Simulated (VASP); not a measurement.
Input of a VASP 6.6.1 run:

Contents of INCAR:

```
SYSTEM = Al
PREC = Accurate ; ENCUT = 520
EDIFF = 1E-6 ; ISMEAR = -1
SIGMA = 0.05 ; LREAL = .FALSE.
LASPH = .TRUE. ; NELM = 60
ALGO = Normal ; ISIF = 2
LWAVE = .FALSE. ; LCHARG = .FALSE.
GGA = PS ; NBANDS = 10
```

The input KPOINTS:

```
Automatic mesh
0
G
  7 7 10
  0 0 0
```

The input POSCAR:

```
Al
1.0
    4.4916000000      0.0000000000      0.0000000000
   -2.2458000000      3.8898400000      0.0000000000
    0.0000000000      0.0000000000      2.7226000000
Al
2
Direct
    0.3333300000      0.6666700000      0.0000000000
    0.6666700000      0.3333300000      0.0000000000
```

Potentials or basis: VASP PAW PBE potentials, release 64 (Al).

Run with:

```console
$ cat potpaw_PBE.64/Al/POTCAR > POTCAR
$ mpirun -np 1 vasp_std > vasp.out
```

**Question.** Predict the pressure.

**Answer.** 0.6 GPa.

**Question.** Estimate the band gap on the k mesh.

**Answer.** Zero (band 3 reaches 6.63 eV, above the bottom of band 4 at 3.13 eV).

Stress tensor (GPa, compression positive):
```
 0.99  0.00  0.00
 0.00  0.99  0.00
 0.00  0.00 -0.22
```

Caveat: the PAW data sets were made with another functional, which shifts forces and pressure a little.
